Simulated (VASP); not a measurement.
# TiO2 (P3_121) in VASP: further runs

The runs below take TiO2 through electric field gradients, with r2SCAN.

Program: VASP 6.6.1. These are calculated values, not measurements. Logs are shortened: lines on timing, memory, paths and dates and some standing lists are left out, and cuts for length are marked.

## 1. The cell of the first run

Symmetry: P3_121, No. 152, trigonal system. The conventional cell has a = 5.291 Å, b = 5.291 Å, c = 6.133 Å, α = 90.00°, β = 90.00°, γ = 120.00°. Within 2.4 Å of Ti (site symmetry 2) lie 4 O at 1.81 to 1.82 Å. Within 2.4 Å of O (site symmetry 1) lie 2 Ti at 1.81 to 1.82 Å.

## 2. Electric field gradients, r2SCAN

File POSCAR:

```
TiO2
1.0
    5.2910000000      0.0000000000      0.0000000000
   -2.6455000000      4.5821404114      0.0000000000
    0.0000000000      0.0000000000      6.1330000000
Ti O
3 6
Direct
    0.4532379684      0.0000000000      0.3333333333
    0.0000000000      0.4532379684      0.6666666667
    0.5467620316      0.5467620316      0.0000000000
    0.4079524008      0.2957435467      0.2299630535
    0.7042564533      0.1122088541      0.5632963868
    0.8877911459      0.5920475992      0.8966297201
    0.2957435467      0.4079524008      0.7700369465
    0.1122088541      0.7042564533      0.4367036132
    0.5920475992      0.8877911459      0.1033702799
```

File INCAR.step1:

```
PREC = Accurate ; ENCUT = 520
ISMEAR = -1 ; SIGMA = 0.01
LREAL = False ; LASPH = True
NELM = 80 ; NBANDS = 46
GGA = PE ; ALGO = Normal
EDIFF = 1E-4 ; LWAVE = True
LCHARG = False
```

File INCAR.step2:

```
PREC = Accurate ; ENCUT = 520
EDIFF = 1E-8 ; ISMEAR = -1
SIGMA = 0.01 ; LREAL = False
LASPH = True ; NELM = 80
ALGO = Normal ; ISIF = 2
LWAVE = False ; LCHARG = False
METAGGA = R2SCAN ; LMIXTAU = True
LEFG = True ; NBANDS = 46
ISTART = 1
```

File KPOINTS:

```
Automatic mesh
0
Gamma
  6 6 5
```

Potentials or basis: VASP PAW PBE potentials, release 64 (Ti_sv, O).

Launch:

```
$ cat potpaw_PBE.64/Ti_sv/POTCAR potpaw_PBE.64/O/POTCAR > POTCAR
$ cp INCAR.step1 INCAR
$ mpirun -np 1 vasp_std > vasp.out
$ cp INCAR.step2 INCAR
$ mpirun -np 1 vasp_std > vasp.out
```

OUTCAR:

```text
PREC = Accurate
   ENCUT = 520
   EDIFF = 1E-8
   ISMEAR = -1
   LREAL = False
   LASPH = True
   NELM = 80
   ISIF = 2
   METAGGA = R2SCAN
   ISTART = 1

 ion  position               nearest neighbor table
   1  0.453  0.000  0.333-   4 1.81   8 1.81   9 1.82   5 1.82
   2  0.000  0.453  0.667-   7 1.81   5 1.81   6 1.82   8 1.82
   3  0.547  0.547  0.000-   9 1.81   6 1.81   4 1.82   7 1.82
   4  0.408  0.296  0.230-   1 1.81   3 1.82
   5  0.704  0.112  0.563-   2 1.81   1 1.82
   6  0.888  0.592  0.897-   3 1.81   2 1.82
   7  0.296  0.408  0.770-   2 1.81   3 1.82
   8  0.112  0.704  0.437-   1 1.81   2 1.82
   9  0.592  0.888  0.103-   3 1.81   1 1.82

  LATTYP: Found a hexagonal cell.
 ALAT       =     5.2910000000
 C/A-ratio  =     1.1591381591

  Lattice vectors:

 A1 = (   5.2910000000,   0.0000000000,   0.0000000000)
 A2 = (  -2.6455000000,   4.5821404114,   0.0000000000)
 A3 = (   0.0000000000,   0.0000000000,   6.1330000000)

Analysis of symmetry for initial positions (statically):
=====================================================================
 Subroutine PRICEL returns:
 Original cell was already a primitive cell.

 Routine SETGRP: Setting up the symmetry group for a
 hexagonal supercell.

 Subroutine GETGRP returns: Found  6 space group operations
 (whereof  2 operations were pure point group operations)
 out of a pool of 24 trial point group operations.

The static configuration has the point symmetry C_2 .
 The point group associated with its full space group is D_3 .

Analysis of symmetry for dynamics (positions and initial velocities):
=====================================================================
 Subroutine PRICEL returns:
 Original cell was already a primitive cell.

 Routine SETGRP: Setting up the symmetry group for a
 hexagonal supercell.

 Subroutine GETGRP returns: Found  6 space group operations
 (whereof  2 operations were pure point group operations)
 out of a pool of 24 trial point group operations.

The dynamic configuration has the point symmetry C_2 .
 The point group associated with its full space group is D_3 .

 Subroutine INISYM returns: Found  6 space group operations
 (whereof  2 operations are pure point group operations),
 and found     1 'primitive' translations

----------------------------------------------------------------------------------------

                                     Primitive cell

  volume of cell :     148.6891

  direct lattice vectors                    reciprocal lattice vectors
     5.291000000  0.000000000  0.000000000     0.189000189  0.109119310  0.000000000
    -2.645500000  4.582140411  0.000000000     0.000000000  0.218238620  0.000000000
     0.000000000  0.000000000  6.133000000     0.000000000  0.000000000  0.163052340

  length of vectors
     5.291000000  5.291000000  6.133000000     0.218238620  0.218238620  0.163052340

  position of ions in fractional coordinates (direct lattice)
     0.453237968  0.000000000  0.333333333
     0.000000000  0.453237968  0.666666667
     0.546762032  0.546762032  0.000000000
     0.407952401  0.295743547  0.229963054
     0.704256453  0.112208854  0.563296387
     0.887791146  0.592047599  0.896629720
     0.295743547  0.407952401  0.770036946
     0.112208854  0.704256453  0.436703613
     0.592047599  0.887791146  0.103370280

  ion indices of the primitive-cell ions
   primitive index   ion index
                 1           1
                 2           2
                 3           3
                 4           4
                 5           5
                 6           6
                 7           7
                 8           8
                 9           9

----------------------------------------------------------------------------------------

 KPOINTS: Automatic mesh

Automatic generation of k-mesh.
 Grid dimensions read from file:
 generate k-points for:    6    6    5

 Generating k-lattice:

  Cartesian coordinates                     Fractional coordinates (reciprocal lattice)
     0.031500032  0.018186552  0.000000000     0.166666667  0.000000000  0.000000000
     0.000000000  0.036373103  0.000000000     0.000000000  0.166666667  0.000000000
     0.000000000  0.000000000  0.032610468     0.000000000  0.000000000  0.200000000

  Length of vectors
     0.036373103  0.036373103  0.032610468

  Shift w.r.t. Gamma in fractional coordinates (k-lattice)
     0.000000000  0.000000000  0.000000000

 Subroutine IBZKPT returns following result:
 ===========================================

 Found     27 irreducible k-points:

 Following reciprocal coordinates:
            Coordinates               Weight
  0.000000  0.000000  0.000000      1.000000
  0.166667  0.000000  0.000000      6.000000
  0.333333  0.000000  0.000000      6.000000
  0.500000  0.000000  0.000000      3.000000
  0.166667  0.166667  0.000000      6.000000
  0.333333  0.166667  0.000000     12.000000
[... 16 lines left out ...]
  0.500000  0.000000  0.400000      6.000000
  0.166667  0.166667  0.400000     12.000000
 [... further k-points ...]
   k-points           NKPTS =     27   k-points in BZ     NKDIM =     27   number of bands    NBANDS=     46
   number of dos      NEDOS =    301   number of ions     NIONS =      9
   total plane-waves  NPLWV =  76800
   dimension x,y,z NGX =    40 NGY =   40 NGZ =   48
   dimension x,y,z NGXF=    80 NGYF=   80 NGZF=   96
   ions per type =               3   6
   NGX,Y,Z   is equivalent  to a cutoff of  12.57, 12.57, 13.01 a.u.
   NGXF,Y,Z  is equivalent  to a cutoff of  25.14, 25.14, 26.02 a.u.
 SYSTEM =  unknown system
   PREC   = accura    normal or accurate (medium, high low for compatibility)
   ISTART =      1    job   : 0-new  1-cont  2-samecut
   ICHARG =      0    charge: 1-file 2-atom 10-const
   ISPIN  =      1    spin polarized calculation?
   LNONCOLLINEAR =      F non collinear calculations
   LSORBIT =      F    spin-orbit coupling
   LASPH  =      T    aspherical Exc in radial PAW
   ENCUT  =  520.0 eV  38.22 Ry    6.18 a.u.   9.84  9.84 11.40*2*pi/ulx,y,z
   NELM   =     80;   NELMIN=  2; NELMDL=  0     # of ELM steps
   EDIFF  = 0.1E-07   stopping-criterion for ELM
   LREAL  =      F    real-space projection
   EDIFFG = 0.1E-06   stopping-criterion for IOM
   NSW    =      0    number of steps for IOM
   IBRION =     -1    ionic relax: 0-MD 1-quasi-New 2-CG
   NFREE  =      0    steps in history (QN), initial steepest desc. (CG)
   ISIF   =      2    stress and relaxation
   ISYM   =      2    0-nonsym 1-usesym 2-fastsym
   POTIM  = 0.5000    time-step for ionic-motion
   TEBEG  =    0.0;   TEEND  =   0.0 temperature during run
   PSTRESS=    0.0 pullay stress
   NELECT =      72.0000    total number of electrons
   NUPDOWN=      -1.0000    fix difference up-down
   EMIN   =  10.00;   EMAX   =-10.00  energy-range for DOS
   EFERMI =   0.00;   METHOD = LEGACY
   ISMEAR =    -1;   SIGMA  =   0.01  broadening in eV -4-tet -1-fermi 0-gaus
   EFERMI_NEDOS =   21; number of points for ismear=-14 and -15
   IALGO  =     38    algorithm
   IMIX   =      4    mixing-type and parameters
     AMIX     =   0.40;   BMIX     =  1.00
     AMIX_MAG =   1.60;   BMIX_MAG =  1.00
  volume/ion in A,a.u.               =      16.52       111.49
  Fermi-wavevector in a.u.,A,eV,Ry     =   1.285561  2.429358 22.485894  1.652667
  Thomas-Fermi vector in A             =   2.417688
   LORBIT       =      0    0 simple, 1 ext, 2 COOP (PROOUT), +10 PAW based schemes
   METAGGA = R2SCAN    functional components
   LHFCALC =     F    Hartree Fock is set to
   AEXX    =    0.0000 exact exchange contribution
   IVDW    =     0    specifies the selected vdW correction
   LEPSILON=     F    determine dielectric tensor
   LRPA    =     F    only Hartree local field effects (RPA)
 non-spin polarized calculation
  energy-cutoff  :      520.00
  volume of cell :      148.69
 maximum number of plane-waves:      4038
 NGX is ok and might be reduce to    40
   NGX = 19   NGY = 19   NGZ = 23

 number of electron      72.0000028 magnetization

 Free energy of the ion-electron system (eV)
  ---------------------------------------------------
  ext. energy  EPLUGINS =         0.00000000
  ---------------------------------------------------
  free energy    TOTEN  =      -103.35821568 eV

  energy without entropy =     -103.35821568  energy(sigma->0) =     -103.35821568

 E-fermi :  -0.5080     XC(G=0):  -9.1356

 val. band max:       -0.7625568759   @ k =   0.5000   0.0000   0.0000
 cond. band min:       3.3034471166   @ k =   0.0000   0.0000   0.4000
 fundamental gap:      4.0660039925
 Fermi energy:        -0.5080495259

 k-point     1 :       0.0000    0.0000    0.0000
  band No.  band energies     occupation
      1     -58.1927      2.00000
      2     -58.1746      2.00000
      3     -58.1746      2.00000
      4     -33.5966      2.00000
      5     -33.5685      2.00000
      6     -33.5685      2.00000
[... 1165 lines left out ...]
     45       5.4257      0.00000
     46       6.1514      0.00000

 [... further k-points ...]

------------------------ aborting loop because EDIFF is reached ----------------------------------------

  FORCE on cell =-STRESS in cart. coord.  units (eV):
  Direction    XX          YY          ZZ          XY          YZ          ZX
  --------------------------------------------------------------------------------------
  -------------------------------------------------------------------------------------
  Total        0.8471271      0.8471271     -1.1853624     -0.0000000      0.0000000     -0.0000000
  in kB        9.1280928      9.1280928    -12.7726968     -0.0000000      0.0000000     -0.0000000
  external PRESSURE =       1.8278296 kB  Pullay stress =       0.0000000 kB

 VOLUME and BASIS-vectors are now :
 -----------------------------------------------------------------------------
  energy-cutoff  :      520.00
  volume of cell :      148.69
      direct lattice vectors                 reciprocal lattice vectors
     5.291000000  0.000000000  0.000000000     0.189000189  0.109119310  0.000000000
    -2.645500000  4.582140411  0.000000000     0.000000000  0.218238620  0.000000000
     0.000000000  0.000000000  6.133000000     0.000000000  0.000000000  0.163052340

 POSITION                                       TOTAL-FORCE (eV/Angst)
 -----------------------------------------------------------------------------------
      2.39808      0.00000      2.04433        -0.016485      0.000000     -0.000000
     -1.19904      2.07680      4.08867         0.008243     -0.014277     -0.000000
      1.44646      2.50534      0.00000         0.008243      0.014277     -0.000000
      1.37609      1.35514      1.41036         0.049896     -0.004756     -0.027761
      3.42937      0.51416      3.45470        -0.020829      0.045589     -0.027761
      3.13104      2.71285      5.49903        -0.029066     -0.040833     -0.027761
      0.48554      1.86930      4.72264        -0.029066      0.040833      0.027761
     -1.26941      3.22700      2.67830         0.049896      0.004756      0.027761
      0.78387      4.06798      0.63397        -0.020829     -0.045589      0.027761
 -----------------------------------------------------------------------------------
    total drift:                                0.000002      0.000002     -0.000000

  FREE ENERGIE OF THE ION-ELECTRON SYSTEM (eV)
  ---------------------------------------------------
  free  energy   TOTEN  =      -103.3582156810 eV

  energy  without entropy=     -103.3582156810  energy(sigma->0) =     -103.35821568

 Electric field gradients (V/A^2)
---------------------------------------------------------------------
 ion       V_xx      V_yy      V_zz      V_xy      V_xz      V_yz
---------------------------------------------------------------------
   1      10.551     5.518   -16.070     0.001    -0.000    13.531
   2       6.776     9.294   -16.070    -2.179   -11.719    -6.766
   3       6.775     9.294   -16.069     2.181    11.719    -6.766
   4      -4.490     2.455     2.035    -3.755     2.260    -9.972
   5      -2.530     0.495     2.035     4.883     7.506     6.943
   6       3.970    -6.005     2.035    -1.133    -9.765     3.029
   7       3.970    -6.005     2.035     1.130     9.766     3.029
   8      -4.490     2.455     2.035     3.751    -2.260    -9.972
   9      -2.530     0.495     2.035    -4.886    -7.506     6.943
---------------------------------------------------------------------

 Electric field gradients after diagonalization (V/A^2)
 (convention: |V_zz| > |V_xx| > |V_yy|)
----------------------------------------------------------------------
 ion       V_xx      V_yy      V_zz     asymmetry (V_yy - V_xx)/ V_zz
----------------------------------------------------------------------
   1      12.033    10.551   -22.585       0.066
   2      12.033    10.551   -22.585       0.066
   3      12.032    10.553   -22.585       0.066
   4      -8.105    -5.141    13.246       0.224
   5      -8.104    -5.142    13.245       0.224
   6      -8.104    -5.143    13.247       0.223
   7      -8.105    -5.141    13.246       0.224
   8      -8.104    -5.142    13.245       0.224
   9      -8.104    -5.143    13.247       0.223
----------------------------------------------------------------------

           NMR quadrupolar parameters

 Cq : quadrupolar parameter    Cq=e*Q*V_zz/h
 eta: asymmetry parameters     (V_yy - V_xx)/ V_zz
 Q  : nuclear electric quadrupole moment in mb (millibarn)
----------------------------------------------------------------------
 ion       Cq(MHz)       eta       Q (mb)
----------------------------------------------------------------------
   1      -0.055       0.066       1.000
   2      -0.055       0.066       1.000
   3      -0.055       0.066       1.000
   4       0.032       0.224       1.000
   5       0.032       0.224       1.000
   6       0.032       0.223       1.000
   7       0.032       0.224       1.000
   8       0.032       0.224       1.000
   9       0.032       0.223       1.000
----------------------------------------------------------------------
```

Run time: 7 min. Hardware: 1 thread of Intel Xeon 6975P-C (Granite Rapids), shared host; peak memory 0.37 GiB.

Results:

* Free energy: -103.3582 eV
* Pressure: 0.2 GPa
* Largest force: 0.057 eV/Å
* Band gap on the k mesh: 4.07 eV (least direct gap 4.19 eV)
* Largest electric field gradient by atom: Ti -22.6; O +13.2 V/Å²

Forces on the atoms (eV/Å):
```
Ti  -0.016  0.000  0.000
Ti   0.008 -0.014  0.000
Ti   0.008  0.014  0.000
O    0.050 -0.005 -0.028
O   -0.021  0.046 -0.028
O   -0.029 -0.041 -0.028
O   -0.029  0.041  0.028
O    0.050  0.005  0.028
O   -0.021 -0.046  0.028
```

Levels at points of the mesh, in eV from the valence-band top:
```csv
k point,band 33,band 34,band 35,band 36,band 37,band 38,band 39,band 40
"(0.00, 0.00, 0.00)",-0.87,-0.41,-0.29,-0.29,4.26,4.63,4.63,4.92
"(0.50, 0.00, 0.00)",-0.75,-0.69,-0.29,0.00,4.29,4.33,4.60,5.19
```

Electric field gradients, principal values (V/Å²):
```csv
atom,least,middle,greatest (by size)
1 Ti,10.551,12.033,-22.585
2 Ti,10.551,12.033,-22.585
3 Ti,10.553,12.032,-22.585
4 O,-5.141,-8.105,13.246
5 O,-5.142,-8.104,13.245
6 O,-5.143,-8.104,13.247
7 O,-5.141,-8.105,13.246
8 O,-5.142,-8.104,13.245
9 O,-5.143,-8.104,13.247
```

Caveat: without QUAD_EFG the Cq values of the log hold for a quadrupole moment of 1 mb, not for the nuclei; the PAW data sets were made with another functional, which shifts forces and pressure a little. A k mesh can miss the band edges.

(Continued in part 2 of 2.)
